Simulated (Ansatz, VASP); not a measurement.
**CoPdO2 in VASP and in Ansatz**

```
Co Pd O
1.0
     1.40747    0.81260    5.87416
    -1.40747    0.81260    5.87416
     0.00000   -1.62520    5.87416
Co Pd O
1 1 2
Direct
  0.50000 0.50000 0.50000
  0.00000 0.00000 0.00000
  0.11257 0.11257 0.11257
  0.88743 0.88743 0.88743
```

Alike in both runs: task single point; functional PBEsol; k mesh 12 × 12 × 12; occupations gaussian, width 0.15 eV; no spin polarisation.

|  | VASP | Ansatz |
| --- | --- | --- |
| version | VASP 6.6.1 | Ansatz 0.2.0 |
| potentials or method | VASP PAW PBE potentials, release 64 (Co, Pd, O), cutoff 520 eV | scalar-relativistic, plane waves, PAW |
| valence electrons in the cell | 31 | 47 |

|  | VASP | Ansatz | Ansatz less VASP |
| --- | --- | --- | --- |
| gap on the k mesh at the Fermi level (eV) | none | none | - |
| pressure (GPa) | 0.2 | 0.3 | +0.11 |
| traceless stress, the component that is largest in VASP (GPa) | 0.24 | 0.32 | +0.084 |
| rms of the force components (eV/Å) | 0.010 | 0.009 | -0.0013 |

VASP's potentials were made for PBE, not for PBEsol. Atom by atom the forces differ by 0.019 eV/Å (rms over components). A gap of «none» marks a metal or a gap that the smearing closes. VASP's potentials hold 31 valence electrons a cell and Ansatz's 47, so a difference there can come from the potentials and not from the codes.
